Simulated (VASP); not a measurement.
# ZnSe (F-43m) in VASP: notebook

ZnSe is run at these levels: r2SCAN; tasks: single point.

Everything below comes from runs of VASP 6.6.1. Logs are shortened: lines on timing, memory, paths and dates and some standing lists are left out, and cuts for length are marked.

## 1. The cell of the first run

The structure is cubic, space group F-43m (No. 216). Conventional cell: a = 5.706 Å, b = 5.706 Å, c = 5.706 Å, α = 90.00°, β = 90.00°, γ = 90.00°. Zn (site symmetry -43m) has 4 Se at 2.47 Å within 3.3 Å. Within 3.3 Å of Se (site symmetry -43m) lie 4 Zn at 2.47 Å.

## 2. Single point, r2SCAN (23.22 Å³/atom)

Contents of POSCAR:

```
ZnSe
1.0
    0.0000000000      2.8530279501      2.8530279501
    2.8530279501      0.0000000000      2.8530279501
    2.8530279501      2.8530279501      0.0000000000
Zn Se
1 1
Direct
    0.0000000000      0.0000000000      0.0000000000
    0.2500000000      0.2500000000      0.2500000000
```

Contents of INCAR.step1:

```
SYSTEM = ZnSe
ALGO = Normal
EDIFF = 1E-5
ENCUT = 550
GGA = PE
GGA_COMPAT = .False.
ISMEAR = 0
LASPH = .True.
LCHARG = .False.
LREAL = .False.
LWAVE = .True.
NBANDS = 16
NELM = 120
PREC = Accurate
SIGMA = 0.05
```

Contents of INCAR.step2:

```
SYSTEM = ZnSe
ALGO = Normal
EDIFF = 1E-6
ENCUT = 550
GGA_COMPAT = .False.
ISIF = 2
ISMEAR = 0
ISTART = 1
LASPH = .True.
LCHARG = .False.
LMIXTAU = .True.
LREAL = .False.
LWAVE = .False.
METAGGA = R2SCAN
NBANDS = 16
NELM = 120
PREC = Accurate
SIGMA = 0.05
```

Contents of KPOINTS:

```
k-points
0
Gamma
  6 6 6
  0 0 0
```

Potentials or basis: VASP PAW PBE potentials, release 64 (Zn, Se).

The run is started by

```
> cat potpaw_PBE.64/Zn/POTCAR potpaw_PBE.64/Se/POTCAR > POTCAR
> cp INCAR.step1 INCAR
> mpirun -np 1 vasp_std > vasp.out
> cp INCAR.step2 INCAR
> mpirun -np 1 vasp_std > vasp.out
```

OUTCAR:

```text
SYSTEM = ZnSe
   EDIFF = 1E-6
   ENCUT = 550
   ISIF = 2
   ISMEAR = 0
   ISTART = 1
   LASPH = .True.
   LREAL = .False.
   METAGGA = R2SCAN
   NELM = 120
   PREC = Accurate

 ion  position               nearest neighbor table
   1  0.000  0.000  0.000-   2 2.47   2 2.47   2 2.47   2 2.47
   2  0.250  0.250  0.250-   1 2.47   1 2.47   1 2.47   1 2.47

  LATTYP: Found a face centered cubic cell.
 ALAT       =     5.7060559002

  Lattice vectors:

 A1 = (   0.0000000000,   2.8530279501,   2.8530279501)
 A2 = (   2.8530279501,   0.0000000000,   2.8530279501)
 A3 = (   2.8530279501,   2.8530279501,   0.0000000000)

Analysis of symmetry for initial positions (statically):
=====================================================================
 Subroutine PRICEL returns:
 Original cell was already a primitive cell.

 Routine SETGRP: Setting up the symmetry group for a
 face centered cubic supercell.

 Subroutine GETGRP returns: Found 24 space group operations
 (whereof 24 operations were pure point group operations)
 out of a pool of 48 trial point group operations.

The static configuration has the point symmetry T_d .

Analysis of symmetry for dynamics (positions and initial velocities):
=====================================================================
 Subroutine PRICEL returns:
 Original cell was already a primitive cell.

 Routine SETGRP: Setting up the symmetry group for a
 face centered cubic supercell.

 Subroutine GETGRP returns: Found 24 space group operations
 (whereof 24 operations were pure point group operations)
 out of a pool of 48 trial point group operations.

The dynamic configuration has the point symmetry T_d .

 Subroutine INISYM returns: Found 24 space group operations
 (whereof 24 operations are pure point group operations),
 and found     1 'primitive' translations

----------------------------------------------------------------------------------------

                                     Primitive cell

  volume of cell :      46.4460

  direct lattice vectors                    reciprocal lattice vectors
     0.000000000  2.853027950  2.853027950    -0.175252402  0.175252402  0.175252402
     2.853027950  0.000000000  2.853027950     0.175252402 -0.175252402  0.175252402
     2.853027950  2.853027950  0.000000000     0.175252402  0.175252402 -0.175252402

  length of vectors
     4.034790821  4.034790821  4.034790821     0.303546064  0.303546064  0.303546064

  position of ions in fractional coordinates (direct lattice)
     0.000000000  0.000000000  0.000000000
     0.250000000  0.250000000  0.250000000

  ion indices of the primitive-cell ions
   primitive index   ion index
                 1           1
                 2           2

----------------------------------------------------------------------------------------

 KPOINTS: k-points

Automatic generation of k-mesh.
 Grid dimensions read from file:
 generate k-points for:    6    6    6

 Generating k-lattice:

  Cartesian coordinates                     Fractional coordinates (reciprocal lattice)
    -0.029208734  0.029208734  0.029208734     0.166666667  0.000000000  0.000000000
     0.029208734 -0.029208734  0.029208734     0.000000000  0.166666667  0.000000000
     0.029208734  0.029208734 -0.029208734     0.000000000  0.000000000  0.166666667

  Length of vectors
     0.050591011  0.050591011  0.050591011

  Shift w.r.t. Gamma in fractional coordinates (k-lattice)
     0.000000000  0.000000000  0.000000000

 Subroutine IBZKPT returns following result:
 ===========================================

 Found     16 irreducible k-points:

 Following reciprocal coordinates:
            Coordinates               Weight
  0.000000  0.000000  0.000000      1.000000
  0.166667  0.000000  0.000000      8.000000
  0.333333  0.000000  0.000000      8.000000
  0.500000  0.000000  0.000000      4.000000
  0.166667  0.166667  0.000000      6.000000
  0.333333  0.166667  0.000000     24.000000
[... 8 lines left out ...]
 -0.333333  0.333333  0.166667     24.000000
 -0.333333  0.500000  0.166667     12.000000
   k-points           NKPTS =     16   k-points in BZ     NKDIM =     16   number of bands    NBANDS=     16
   number of dos      NEDOS =    301   number of ions     NIONS =      2
   total plane-waves  NPLWV =  32768
   dimension x,y,z NGX =    32 NGY =   32 NGZ =   32
   dimension x,y,z NGXF=    64 NGYF=   64 NGZF=   64
   ions per type =               1   1
   NGX,Y,Z   is equivalent  to a cutoff of  13.18, 13.18, 13.18 a.u.
   NGXF,Y,Z  is equivalent  to a cutoff of  26.37, 26.37, 26.37 a.u.
 SYSTEM =  ZnSe
   PREC   = accura    normal or accurate (medium, high low for compatibility)
   ISTART =      1    job   : 0-new  1-cont  2-samecut
   ICHARG =      0    charge: 1-file 2-atom 10-const
   ISPIN  =      1    spin polarized calculation?
   LNONCOLLINEAR =      F non collinear calculations
   LSORBIT =      F    spin-orbit coupling
   LASPH  =      T    aspherical Exc in radial PAW
   ENCUT  =  550.0 eV  40.42 Ry    6.36 a.u.   7.72  7.72  7.72*2*pi/ulx,y,z
   NELM   =    120;   NELMIN=  2; NELMDL=  0     # of ELM steps
   EDIFF  = 0.1E-05   stopping-criterion for ELM
   LREAL  =      F    real-space projection
   EDIFFG = 0.1E-04   stopping-criterion for IOM
   NSW    =      0    number of steps for IOM
   IBRION =     -1    ionic relax: 0-MD 1-quasi-New 2-CG
   NFREE  =      0    steps in history (QN), initial steepest desc. (CG)
   ISIF   =      2    stress and relaxation
   ISYM   =      2    0-nonsym 1-usesym 2-fastsym
   POTIM  = 0.5000    time-step for ionic-motion
   TEBEG  =    0.0;   TEEND  =   0.0 temperature during run
   PSTRESS=    0.0 pullay stress
   NELECT =      18.0000    total number of electrons
   NUPDOWN=      -1.0000    fix difference up-down
   EMIN   =  10.00;   EMAX   =-10.00  energy-range for DOS
   EFERMI =   0.00;   METHOD = LEGACY
   ISMEAR =     0;   SIGMA  =   0.05  broadening in eV -4-tet -1-fermi 0-gaus
   EFERMI_NEDOS =   21; number of points for ismear=-14 and -15
   IALGO  =     38    algorithm
   IMIX   =      4    mixing-type and parameters
     AMIX     =   0.40;   BMIX     =  1.00
     AMIX_MAG =   1.60;   BMIX_MAG =  1.00
  volume/ion in A,a.u.               =      23.22       156.72
  Fermi-wavevector in a.u.,A,eV,Ry     =   1.193575  2.255529 19.383143  1.424621
  Thomas-Fermi vector in A             =   2.329586
   LORBIT       =      0    0 simple, 1 ext, 2 COOP (PROOUT), +10 PAW based schemes
   METAGGA = R2SCAN    functional components
   LHFCALC =     F    Hartree Fock is set to
   AEXX    =    0.0000 exact exchange contribution
   IVDW    =     0    specifies the selected vdW correction
   LEPSILON=     F    determine dielectric tensor
   LRPA    =     F    only Hartree local field effects (RPA)
 non-spin polarized calculation
 Gauss-broadening in eV      SIGMA  =   0.05
  energy-cutoff  :      550.00
  volume of cell :       46.45
 maximum number of plane-waves:      1380
   NGX = 15   NGY = 15   NGZ = 15

 number of electron      18.0000006 magnetization

 Free energy of the ion-electron system (eV)
  ---------------------------------------------------
  ext. energy  EPLUGINS =         0.00000000
  ---------------------------------------------------
  free energy    TOTEN  =       -24.90143579 eV

  energy without entropy =      -24.90143579  energy(sigma->0) =      -24.90143579

 E-fermi :   1.3679     XC(G=0):  -9.8202

 val. band max:        1.1280228909   @ k =   0.0000   0.0000   0.0000
 cond. band min:       2.9061786391   @ k =   0.0000   0.0000   0.0000
 fundamental gap:      1.7781557481
 Fermi energy:         1.3678702293

 k-point     1 :       0.0000    0.0000    0.0000
  band No.  band energies     occupation
      1     -12.4520      2.00000
      2      -5.4982      2.00000
      3      -5.4982      2.00000
      4      -5.4982      2.00000
      5      -5.1107      2.00000
      6      -5.1107      2.00000
[... 8 lines left out ...]
     15      13.1126      0.00000
     16      13.1126      0.00000

 k-point     2 :       0.1667    0.0000    0.0000
  band No.  band energies     occupation
      1     -12.2787      2.00000
      2      -5.4757      2.00000
      3      -5.4713      2.00000
      4      -5.4713      2.00000
      5      -5.1122      2.00000
      6      -5.1122      2.00000
[... 8 lines left out ...]
     15      12.1160      0.00000
     16      12.7343      0.00000

 k-point     3 :       0.3333    0.0000    0.0000
  band No.  band energies     occupation
      1     -11.8915      2.00000
      2      -5.4249      2.00000
      3      -5.4249      2.00000
      4      -5.3090      2.00000
      5      -5.1049      2.00000
      6      -5.1049      2.00000
[... 8 lines left out ...]
     15      12.7417      0.00000
     16      12.7417      0.00000

 k-point     4 :       0.5000    0.0000    0.0000
  band No.  band energies     occupation
      1     -11.6718      2.00000
      2      -5.4070      2.00000
      3      -5.4070      2.00000
      4      -5.0943      2.00000
      5      -5.0943      2.00000
      6      -4.9628      2.00000
[... 8 lines left out ...]
     15      14.8558      0.00000
     16      14.8558      0.00000
[... 172 lines left out ...]
 k-point    14 :       0.5000    0.3333    0.1667
  band No.  band energies     occupation
      1     -11.6229      2.00000
      2      -5.3933      2.00000
      3      -5.3539      2.00000
      4      -5.2443      2.00000
      5      -5.0945      2.00000
      6      -5.0489      2.00000
[... 8 lines left out ...]
     15      14.6604      0.00000
     16      16.0799      0.00000

 k-point    15 :      -0.3333    0.3333    0.1667
  band No.  band energies     occupation
      1     -11.4729      2.00000
      2      -5.3749      2.00000
      3      -5.3257      2.00000
      4      -5.1484      2.00000
      5      -5.1167      2.00000
      6      -4.8806      2.00000
[... 8 lines left out ...]
     15      14.8501      0.00000
     16      15.7608      0.00000

 k-point    16 :      -0.3333    0.5000    0.1667
  band No.  band energies     occupation
      1     -11.4031      2.00000
      2      -5.3799      2.00000
      3      -5.2782      2.00000
      4      -5.1975      2.00000
      5      -5.0968      2.00000
      6      -4.8541      2.00000
[... 8 lines left out ...]
     15      15.4678      0.00000
     16      15.9965      0.00000

------------------------ aborting loop because EDIFF is reached ----------------------------------------

  FORCE on cell =-STRESS in cart. coord.  units (eV):
  Direction    XX          YY          ZZ          XY          YZ          ZX
  --------------------------------------------------------------------------------------
  -------------------------------------------------------------------------------------
  Total       -0.3632385     -0.3632385     -0.3632385      0.0000000      0.0000000     -0.0000000
  in kB      -12.5300969    -12.5300969    -12.5300969      0.0000000      0.0000000     -0.0000000
  external PRESSURE =     -12.5300969 kB  Pullay stress =       0.0000000 kB

 VOLUME and BASIS-vectors are now :
 -----------------------------------------------------------------------------
  energy-cutoff  :      550.00
  volume of cell :       46.45
      direct lattice vectors                 reciprocal lattice vectors
     0.000000000  2.853027950  2.853027950    -0.175252402  0.175252402  0.175252402
     2.853027950  0.000000000  2.853027950     0.175252402 -0.175252402  0.175252402
     2.853027950  2.853027950  0.000000000     0.175252402  0.175252402 -0.175252402

 POSITION                                       TOTAL-FORCE (eV/Angst)
 -----------------------------------------------------------------------------------
      0.00000      0.00000      0.00000        -0.000000     -0.000000     -0.000000
      1.42651      1.42651      1.42651         0.000000      0.000000      0.000000
 -----------------------------------------------------------------------------------
    total drift:                                0.000000      0.000000      0.000000

  FREE ENERGIE OF THE ION-ELECTRON SYSTEM (eV)
  ---------------------------------------------------
  free  energy   TOTEN  =       -24.9014357852 eV

  energy  without entropy=      -24.9014357852  energy(sigma->0) =      -24.90143579
```

Wall time 60 s (1 thread of Intel Xeon Platinum 8259CL at 2.50GHz (Skylake/Cascade Lake), shared host); peak memory 0.19 GiB.

Results:

```yaml
Free_energy: -24.9014 eV
Pressure: -1.3 GPa
Band_gap_on_the_k_mesh: 1.78 eV
```

Caveat: the PAW data sets were made with another functional, which shifts forces and pressure a little. r2SCAN opens gaps a little over a GGA but as a rule still falls short of measured ones.

## 3. Single point, r2SCAN

This run uses another cell than the first one, of 23.56 Å³/atom.

Contents of POSCAR:

```
ZnSe
1.0
    0.0000000000      2.8667540572      2.8667540572
    2.8667540572      0.0000000000      2.8667540572
    2.8667540572      2.8667540572      0.0000000000
Zn Se
1 1
Direct
    0.0000000000      0.0000000000      0.0000000000
    0.2500000000      0.2500000000      0.2500000000
```

Contents of INCAR.step1:

```
SYSTEM = ZnSe
  PREC = Accurate
  ENCUT = 550
  ISMEAR = 0
  SIGMA = 0.05
  LREAL = .FALSE.
  LASPH = .TRUE.
  NELM = 120
  NBANDS = 16
  GGA = PE
  ALGO = Normal
  EDIFF = 1E-5
  LWAVE = .TRUE.
  LCHARG = .FALSE.
  GGA_COMPAT = .FALSE.
```

Contents of INCAR.step2:

```
SYSTEM = ZnSe
  PREC = Accurate
  ENCUT = 550
  EDIFF = 1E-6
  ISMEAR = 0
  SIGMA = 0.05
  LREAL = .FALSE.
  LASPH = .TRUE.
  NELM = 120
  ALGO = Normal
  ISIF = 2
  LWAVE = .FALSE.
  LCHARG = .FALSE.
  METAGGA = R2SCAN
  LMIXTAU = .TRUE.
  NBANDS = 16
  ISTART = 1
  GGA_COMPAT = .FALSE.
```

Contents of KPOINTS:

```
Automatic mesh
0
G
  6 6 6
  0 0 0
```

Potentials or basis: VASP PAW PBE potentials, release 64 (Zn, Se).

The run is started by

```
> cat potpaw_PBE.64/Zn/POTCAR potpaw_PBE.64/Se/POTCAR > POTCAR
> cp INCAR.step1 INCAR
> mpirun -np 1 vasp_std > vasp.out
> cp INCAR.step2 INCAR
> mpirun -np 1 vasp_std > vasp.out
```

Wall time 53 s (1 thread of Intel Xeon Platinum 8259CL at 2.50GHz (Skylake/Cascade Lake), shared host); peak memory 0.19 GiB.

It converged, with:

| Quantity | Value |
| --- | --- |
| Free energy | -24.8942 eV |
| Pressure | -2.1 GPa |
| Band gap on the k mesh | 1.72 eV |

Levels at points of the mesh, in eV from the valence-band top:
| k point | band 6 | band 7 | band 8 | band 9 | band 10 | band 11 | band 12 | band 13 |
| --- | --- | --- | --- | --- | --- | --- | --- | --- |
| (0.00, 0.00, 0.00) | -6.21 | 0.00 | 0.00 | 0.00 | 1.72 | 6.32 | 6.32 | 6.32 |
| (0.50, 0.00, 0.00) | -6.06 | -5.08 | -0.83 | -0.83 | 2.98 | 6.87 | 6.87 | 8.96 |
| (0.50, 0.50, 0.00) | -6.04 | -4.64 | -2.11 | -2.11 | 3.41 | 3.87 | 11.23 | 11.82 |

Caveat: the PAW data sets were made with another functional, which shifts forces and pressure a little.

(Continued in part 2 of 2.)
